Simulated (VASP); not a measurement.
# Se (P3_121) in VASP: relaxation of shape and atoms at fixed volume with PBEsol

Aim: the relaxation of shape and atoms at fixed volume of Se with PBEsol.

Program: VASP 6.6.1. These are calculated values, not measurements. Logs are shortened: lines on timing, memory, paths and dates and some standing lists are left out, and cuts for length are marked.

## (1) The cell of the first run

It takes space group P3_121 (No. 152, trigonal). Conventional cell: a = 4.144 Å, b = 4.144 Å, c = 5.159 Å, α = 90.00°, β = 90.00°, γ = 120.00°. Se (site symmetry 2) has 6 Se at 2.45 to 3.26 Å within 3.3 Å.

## (2) Relaxation of shape and atoms at fixed volume, PBEsol (25.58 Å³/atom)

Input file INCAR:

```
SYSTEM = Se
PREC = Accurate
ENCUT = 600
EDIFF = 1E-6
ISMEAR = 0
SIGMA = 0.02
LREAL = .False.
LASPH = .True.
NELM = 100
ALGO = Normal
ISIF = 4
LWAVE = .False.
LCHARG = .False.
GGA = PS
IBRION = 2
NSW = 50
EDIFFG = -0.01
```

Input file KPOINTS:

```
regular mesh
0
Gamma
  12 12 8
  0 0 0
```

Input file POSCAR:

```
Se
1.0
    4.1444334066      0.0000000000      0.0000000000
   -2.0722167033      3.5891846144      0.0000000000
    0.0000000000      0.0000000000      5.1588835443
Se
3
Direct
    0.2435044568      0.0000000000      0.3333333333
    0.0000000000      0.2435044568      0.6666666667
    0.7564955432      0.7564955432      0.0000000000
```

Potentials or basis: VASP PAW PBE potentials, release 64 (Se).

Command:

```sh
> cat potpaw_PBE.64/Se/POTCAR > POTCAR
> mpirun -np 1 vasp_std > vasp.out
```

OUTCAR:

```text
SYSTEM = Se
   PREC = Accurate
   ENCUT = 600
   EDIFF = 1E-6
   ISMEAR = 0
   LREAL = .False.
   LASPH = .True.
   NELM = 100
   ISIF = 4
   GGA = PS
   IBRION = 2
   NSW = 50
   EDIFFG = -0.01

 ion  position               nearest neighbor table
   1  0.244  0.000  0.333-   3 2.45   2 2.45
   2  0.000  0.244  0.667-   3 2.45   1 2.45
   3  0.756  0.756  0.000-   2 2.45   1 2.45

  LATTYP: Found a hexagonal cell.
 ALAT       =     4.1444334066
 C/A-ratio  =     1.2447741436

  Lattice vectors:

 A1 = (   4.1444334066,   0.0000000000,   0.0000000000)
 A2 = (  -2.0722167033,   3.5891846144,   0.0000000000)
 A3 = (   0.0000000000,   0.0000000000,   5.1588835443)

Analysis of symmetry for initial positions (statically):
=====================================================================
 Subroutine PRICEL returns:
 Original cell was already a primitive cell.

 Routine SETGRP: Setting up the symmetry group for a
 hexagonal supercell.

 Subroutine GETGRP returns: Found  6 space group operations
 (whereof  2 operations were pure point group operations)
 out of a pool of 24 trial point group operations.

The static configuration has the point symmetry C_2 .
 The point group associated with its full space group is D_3 .

Analysis of symmetry for dynamics (positions and initial velocities):
=====================================================================
 Subroutine PRICEL returns:
 Original cell was already a primitive cell.

 Routine SETGRP: Setting up the symmetry group for a
 hexagonal supercell.

 Subroutine GETGRP returns: Found  6 space group operations
 (whereof  2 operations were pure point group operations)
 out of a pool of 24 trial point group operations.

The dynamic configuration has the point symmetry C_2 .
 The point group associated with its full space group is D_3 .

 Subroutine INISYM returns: Found  6 space group operations
 (whereof  2 operations are pure point group operations),
 and found     1 'primitive' translations

----------------------------------------------------------------------------------------

                                     Primitive cell

  volume of cell :      76.7391

  direct lattice vectors                    reciprocal lattice vectors
     4.144433407  0.000000000  0.000000000     0.241287506  0.139307406  0.000000000
    -2.072216703  3.589184614  0.000000000     0.000000000  0.278614813  0.000000000
     0.000000000  0.000000000  5.158883544     0.000000000  0.000000000  0.193840390

[... 102 lines left out ...]
   IALGO  =     38    algorithm
   IMIX   =      4    mixing-type and parameters
     AMIX     =   0.40;   BMIX     =  1.00
     AMIX_MAG =   1.60;   BMIX_MAG =  1.00
  volume/ion in A,a.u.               =      25.58       172.62
  Fermi-wavevector in a.u.,A,eV,Ry     =   1.009625  1.907915 13.868999  1.019343
  Thomas-Fermi vector in A             =   2.142565
   LORBIT       =      0    0 simple, 1 ext, 2 COOP (PROOUT), +10 PAW based schemes
   GGA     = PS    functional components
   LHFCALC =     F    Hartree Fock is set to
   AEXX    =    0.0000 exact exchange contribution
   IVDW    =     0    specifies the selected vdW correction
   LEPSILON=     F    determine dielectric tensor
   LRPA    =     F    only Hartree local field effects (RPA)
 conjugate gradient relaxation of ions
 non-spin polarized calculation
 Gauss-broadening in eV      SIGMA  =   0.02
  energy-cutoff  :      600.00
  volume of cell :       76.74
 maximum number of plane-waves:      2595
 NGX is ok and might be reduce to    36
   NGX = 17   NGY = 17   NGZ = 21

--------------------------------------- Ionic step        1  -------------------------------------------

 number of electron      18.0000000 magnetization

 Free energy of the ion-electron system (eV)
  ---------------------------------------------------
  ext. energy  EPLUGINS =         0.00000000
  ---------------------------------------------------
  free energy    TOTEN  =       -11.53930031 eV

  energy without entropy =      -11.53930031  energy(sigma->0) =      -11.53930031

------------------------ aborting loop because EDIFF is reached ----------------------------------------

  FORCE on cell =-STRESS in cart. coord.  units (eV):
  Direction    XX          YY          ZZ          XY          YZ          ZX
  --------------------------------------------------------------------------------------
  -------------------------------------------------------------------------------------
  Total       -0.8894931     -0.8894931     -1.2666153      0.0000000      0.0000000     -0.0000000
  in kB      -18.5710499    -18.5710499    -26.4446978      0.0000000      0.0000000     -0.0000000
  external PRESSURE =     -21.1955992 kB  Pullay stress =       0.0000000 kB
[... 172 lines left out ...]
--------------------------------------- Ionic step        6  -------------------------------------------

 number of electron      18.0000002 magnetization

 Free energy of the ion-electron system (eV)
  ---------------------------------------------------
  ext. energy  EPLUGINS =         0.00000000
  ---------------------------------------------------
  free energy    TOTEN  =       -11.54574424 eV

  energy without entropy =      -11.54574424  energy(sigma->0) =      -11.54574424

 E-fermi :   3.2363     XC(G=0):  -9.3931

 val. band max:        3.1457317388   @ k =   0.4167   0.1667   0.5000
 cond. band min:       3.7187001099   @ k =   0.3333   0.3333   0.5000
 fundamental gap:      0.5729683711
 Fermi energy:         3.2363225364

 k-point     1 :       0.0000    0.0000    0.0000
  band No.  band energies     occupation
      1     -12.7008      2.00000
      2      -8.6961      2.00000
      3      -8.6961      2.00000
      4      -0.5267      2.00000
      5      -0.4263      2.00000
      6      -0.4263      2.00000
      7       1.2444      2.00000
      8       1.2444      2.00000
      9       2.6881      2.00000
     10       4.6625      0.00000
     11       4.6625      0.00000
     12       5.1741      0.00000
     13       9.4427      0.00000
[... 354 lines left out ...]
  band No.  band energies     occupation
      1     -12.4787      2.00000
      2      -9.5051      2.00000
      3      -7.9714      2.00000
      4      -1.3818      2.00000
      5      -1.1730      2.00000
      6      -0.2625      2.00000
      7       1.4019      2.00000
      8       1.9407      2.00000
      9       2.5229      2.00000
     10       4.3874      0.00000
     11       4.5376      0.00000
     12       5.2302      0.00000
     13       8.7887      0.00000

 [... further k-points ...]
[... 5 lines left out ...]
  --------------------------------------------------------------------------------------
  -------------------------------------------------------------------------------------
  Total       -0.4829544     -0.4829544     -0.4891287     -0.0000000      0.0000000      0.0000000
  in kB      -10.0832374    -10.0832374    -10.2121472     -0.0000000      0.0000000      0.0000000
  external PRESSURE =     -10.1262073 kB  Pullay stress =       0.0000000 kB
[... 18 lines left out ...]
  FREE ENERGIE OF THE ION-ELECTRON SYSTEM (eV)
  ---------------------------------------------------
  free  energy   TOTEN  =       -11.5457442402 eV

  energy  without entropy=      -11.5457442402  energy(sigma->0) =      -11.54574424

 reached required accuracy - stopping structural energy minimisation
```

CONTCAR:

```text
Se
   1.00000000000000
     4.1671814603275505   -0.0000000000000000    0.0000000000000000
    -2.0835907301637753    3.6088850068154708   -0.0000000000000000
     0.0000000000000000   -0.0000000000000000    5.1027140445118970
  Se
     3
Direct
     0.2397113767193761    0.0000000000000000    0.3333333332999970
     0.0000000000000000    0.2397113767193763    0.6666666667000030
     0.7602886232806239    0.7602886232806237    0.0000000000000000

  0.00000000E+00  0.00000000E+00  0.00000000E+00
  0.00000000E+00  0.00000000E+00  0.00000000E+00
  0.00000000E+00  0.00000000E+00  0.00000000E+00
```

It took 3.8 min on 1 thread of Intel Xeon Platinum 8488C (Sapphire Rapids), shared host; peak memory 0.31 GiB.

What came out:

* Free energy: -11.5457 eV
* Energy gained by relaxing: 2.1 meV/atom
* Ionic steps: 6
* Pressure after relaxing: -1.0 GPa
* Band gap on the k mesh: 0.57 eV (least direct gap 0.65 eV)

The path:
```csv
step,energy change (eV),largest force (eV/Å),pressure (GPa),volume (Å³)
1,0.0000,0.1764,-2.12,76.74
2,-0.0046,0.0864,-1.59,76.74
3,-0.0063,0.0053,-1.08,76.74
4,-0.0063,0.0144,-1.02,76.74
5,-0.0064,0.0085,-1.02,76.74
6,-0.0064,0.0016,-1.01,76.74
```

Final structure:
```xyz
3
Lattice="4.1672 0.0000 0.0000 -2.0836 3.6089 0.0000 0.0000 0.0000 5.1027" Properties=species:S:1:pos:R:3 pbc="T T T"
Se    0.9989    0.0000    1.7009
Se   -0.4995    0.8651    3.4018
Se    1.5841    2.7438    0.0000
```

Caveat: semilocal functionals underestimate gaps, and a narrow one can read as zero; the PAW data sets were made with another functional, which shifts forces and pressure a little. A k mesh can miss the band edges.
